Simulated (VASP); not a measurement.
A run of VASP 6.6.1 is set up as follows.

The input POSCAR:

```
BeTe
1.0
    0.0000000000      2.7678082145      2.8736023666
    2.7678082145      0.0000000000      2.8736023666
    2.7678082145      2.7678082145      0.0000000000
Be Te
1 1
Direct
    0.0000000000      0.0000000000      0.0000000000
    0.2500000000      0.2500000000      0.2500000000
```

File INCAR.step1:

```
SYSTEM = BeTe
PREC = Accurate
ENCUT = 520
ISMEAR = 0
SIGMA = 0.01
LREAL = .FALSE.
LASPH = .TRUE.
NELM = 100
NBANDS = 11
GGA = PE
ALGO = Normal
EDIFF = 1E-4
LWAVE = .TRUE.
LCHARG = .FALSE.
```

Contents of INCAR.step2:

```
SYSTEM = BeTe
PREC = Accurate
ENCUT = 520
EDIFF = 1E-6
ISMEAR = 0
SIGMA = 0.01
LREAL = .FALSE.
LASPH = .TRUE.
NELM = 100
ALGO = Normal
ISIF = 2
LWAVE = .FALSE.
LCHARG = .TRUE.
METAGGA = R2SCAN
LMIXTAU = .TRUE.
LELF = .TRUE.
LVHAR = .TRUE.
NBANDS = 11
ISTART = 1
```

KPOINTS

```
regular mesh
0
G
  8 8 8
  0 0 0
```

Potentials or basis: VASP PAW PBE potentials, release 64 (Be, Te).

Launch:

```sh
$ cat potpaw_PBE.64/Be/POTCAR potpaw_PBE.64/Te/POTCAR > POTCAR
$ cp INCAR.step1 INCAR
$ mpirun -np 1 vasp_std > vasp.out
$ cp INCAR.step2 INCAR
$ mpirun -np 1 vasp_std > vasp.out
```

(1) What does it give for the band gap on the k mesh?

(2) Predict the pressure.

Answers

(1) 2.14 eV (least direct gap 3.91 eV).

(2) 1.9 GPa.

Caveat: the cell differs from its parent crystal (epitaxial xy strain -2.1%); the PAW data sets were made with another functional, which shifts forces and pressure a little; spin-orbit coupling is left out, which moves the levels of the heavy elements.
